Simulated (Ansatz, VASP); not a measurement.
One calculation of W, two programs

```
CELL_PARAMETERS angstrom
-1.54403 1.54403 1.59178
1.54403 -1.54403 1.59178
1.54403 1.54403 -1.59178
ATOMIC_POSITIONS crystal
W 0.00000 0.00000 0.00000
```

Change from the starting cell: strain -0.030 along x and y, +0.000 along z, atoms carried along.

Alike in both runs: task single point; functional PBE; k mesh 26 × 26 × 26; occupations gaussian, width 0.15 eV; no spin polarisation.

```csv
,VASP,Ansatz
version,VASP 6.6.1,Ansatz 0.2.0
potentials or method,"VASP PAW PBE potentials, release 64 (W_sv), cutoff 520 eV","scalar-relativistic, plane waves, PAW"
valence electrons in the cell,14,14
```

Ansatz gave:

* gap on the k mesh at the Fermi level (eV): none
* pressure (GPa): 21.1
* traceless stress, the component that is largest in VASP (GPa): -7.25

Task: What did VASP give for the same quantities?

Result: gap on the k mesh at the Fermi level (eV): none; pressure (GPa): 22.0; traceless stress, the component that is largest in VASP (GPa): -7.25.

A gap of «none» marks a metal or a gap that the smearing closes.

Neither program's run includes spin-orbit coupling.
